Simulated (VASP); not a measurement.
## BeTe: single point with PBE

The system is BeTe.

```
CELL_PARAMETERS angstrom
0.00000 2.76119 2.76119
2.76119 0.00000 2.76119
2.76119 2.76119 0.00000
ATOMIC_POSITIONS crystal
Be 0.00000 0.00000 0.00000
Te 0.25000 0.25000 0.25000
```

| Item | Value |
| --- | --- |
| Program | VASP 6.6.1 |
| Task | single point |
| Functional | PBE |
| Potentials or basis | VASP PAW PBE potentials, release 64 (Be, Te) |
| Cutoff | 520 eV |
| k mesh | 8 × 8 × 8 |
| Occupations | fermi-dirac, width 0.1 eV |
| Spin | no spin polarisation |

```json
{
 "Pressure": "5.2 GPa",
 "Band gap on the k mesh": "1.82 eV, indirect (least direct gap 3.55 eV)"
}
```

Levels at points of the mesh, in eV from the valence-band top:
```csv
k point,band 1,band 2,band 3,band 4,band 5,band 6,band 7,band 8
"(0.00, 0.00, 0.00)",-12.70,0.00,0.00,0.00,3.55,3.55,3.55,4.26
"(0.50, 0.00, 0.00)",-11.20,-5.93,-1.24,-1.24,3.24,4.56,4.56,7.79
"(0.50, 0.50, 0.00)",-10.65,-5.44,-2.87,-2.87,1.82,2.58,10.08,10.08
```

It took 9.8 s on 1 thread of Intel(R) Xeon(R) 6975P-C (Granite Rapids), on a shared host, peak memory 0.17 GiB.

Caveat: spin-orbit coupling is left out, which moves the levels of the heavy elements. A k mesh can miss the band edges.
